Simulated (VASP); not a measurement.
Wanted: the native input for a VASP 6.6.1 run.

```yaml
Task: single point
Functional: PBEsol
Potentials_or_basis: VASP PAW PBE potentials, release 64 (Si)
Cutoff: 520 eV
k_mesh: 6 × 6 × 6
Occupations: gaussian, width 0.1 eV
Spin: no spin polarisation
Dipole_correction: no
Further_INCAR_settings: ALGO = Normal; EDIFF = 1e-07; NBANDS = 11
```

The structure of Si lies in POSCAR:

```
Si
1.0
    0.0000000000      2.8068168287      2.8068168287
    2.8068168287      0.0000000000      2.8068168287
    2.8068168287      2.8068168287      0.0000000000
Si
2
Direct
    0.5000000000      0.5000000000      0.5000000000
    0.7500000000      0.7500000000      0.7500000000
```

This cell differs from its parent crystal: Sn replaced by Si, lengths x 0.879, strained.

One way to write it, as run:

INCAR

```
PREC = Accurate ; ENCUT = 520
EDIFF = 1E-7 ; ISMEAR = 0
SIGMA = 0.1 ; LREAL = F
LASPH = T ; NELM = 60
ALGO = Normal ; ISIF = 2
LWAVE = F ; LCHARG = F
GGA = PS ; NBANDS = 11
```

KPOINTS

```
regular mesh
0
Gamma
  6 6 6
```

Potentials or basis: VASP PAW PBE potentials, release 64 (Si).

Command:

```sh
$ cat potpaw_PBE.64/Si/POTCAR > POTCAR
$ mpirun -np 1 vasp_std > vasp.out
```

Results of the run:

| Quantity | Value |
| --- | --- |
| Pressure | -7.3 GPa |
| Band gap on the k mesh | 0.75 eV, indirect (least direct gap 2.23 eV) |

Caveat: the cell differs from its parent crystal (Sn replaced by Si, lengths x 0.879, strained); the PAW data sets were made with another functional, which shifts forces and pressure a little.

It took 7.4 s on 1 thread of Intel(R) Xeon(R) Platinum 8488C (Sapphire Rapids), with other jobs on the host, peak memory 0.15 GiB.
